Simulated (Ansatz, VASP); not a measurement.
HfO2 in VASP and in Ansatz

```
Hf O
1.0
     4.98335    0.00000    0.00000
     0.00000    4.98335    0.00000
     0.00000    0.00000    3.12374
Hf O
2 4
Direct
  0.00000 0.00000 0.00000
  0.50000 0.50000 0.50000
  0.19492 0.80508 0.50000
  0.30508 0.30508 0.00000
  0.69492 0.69492 0.00000
  0.80508 0.19492 0.50000
```

Change from the starting cell: strain +0.030 along x and y, -0.030 along z, atoms carried along.

Alike in both runs: task single point; functional r2SCAN; k mesh 6 × 6 × 8; occupations gaussian, width 0.05 eV; no spin polarisation.

|  | VASP | Ansatz |
| --- | --- | --- |
| version | VASP 6.6.1 | Ansatz 0.2.0 |
| potentials or method | VASP PAW PBE potentials, release 64 (Hf_pv, O), cutoff 520 eV | scalar-relativistic, plane waves, PAW |
| valence electrons in the cell | 44 | 76 |

```tsv
	VASP	Ansatz	Ansatz less VASP
gap on the k mesh at the Fermi level (eV)	4.33	4.39	+0.061
least direct gap on the mesh (eV)	4.33	4.39	+0.061
pressure (GPa)	-6.5	-3.5	+3.01
traceless stress, the component that is largest in VASP (GPa)	10.09	10.63	+0.545
rms of the force components (eV/Å)	0.025	0.068	+0.0433
```

VASP's potentials were made for PBE, not for r2SCAN. Atom by atom the forces differ by 0.043 eV/Å (rms over components). The functional is the same, so the differences come from potentials, cutoffs and numerics. VASP's potentials hold 44 valence electrons a cell and Ansatz's 76, so a difference there can come from the potentials and not from the codes.

Neither program's run includes spin-orbit coupling.
